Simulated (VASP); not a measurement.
**GaSb: single point with LDA**

GaSb:

```xyz
2
Lattice="-2.7534 2.7534 1.5907 2.7534 -2.7534 1.5907 2.7534 2.7534 -1.5907" Properties=species:S:1:pos:R:3 pbc="T T T"
Ga    2.7534    0.0000    0.7954
Sb    0.0000    0.0000    0.0000
```

- Program: VASP 6.6.1
- Task: single point
- Functional: LDA
- Potentials or basis: VASP PAW LDA potentials, release 64 (Ga_d, Sb)
- Cutoff: 520 eV
- k mesh: 8 × 8 × 8
- Occupations: gaussian, width 0.02 eV
- Spin: no spin polarisation
- Dipole correction: no
- Further INCAR settings: ALGO = Normal; EDIFF = 1e-07; NBANDS = 16

The pressure is -4.1 GPa and the band gap on the k mesh is zero (band 9 reaches 8.15 eV, above the bottom of band 10 at 4.35 eV).

Stress tensor (GPa, compression positive):
```
-4.70  0.00  0.00
 0.00 -4.70  0.00
 0.00  0.00 -3.00
```

Levels at points of the mesh, in eV from the Fermi level:
```
           k point  band 7  band 8  band 9  band 10  band 11  band 12
(0.00, 0.00, 0.00)   -3.06   -1.87   -1.87     3.48     4.92     7.00
(0.50, 0.00, 0.00)   -5.63   -2.49   -1.50    -1.18     2.43     3.20
(0.50, 0.50, 0.00)   -8.07    0.00    1.75     2.07     2.32     4.49
(0.50, 0.50, 0.50)   -6.00   -4.94   -4.94     3.39     4.87    10.20
```

Run time: 31 s on 1 thread of Intel Xeon 6975P-C, with other jobs on the host, peak memory 0.18 GiB.

Caveat: spin-orbit coupling is left out, which moves the levels of the heavy elements.
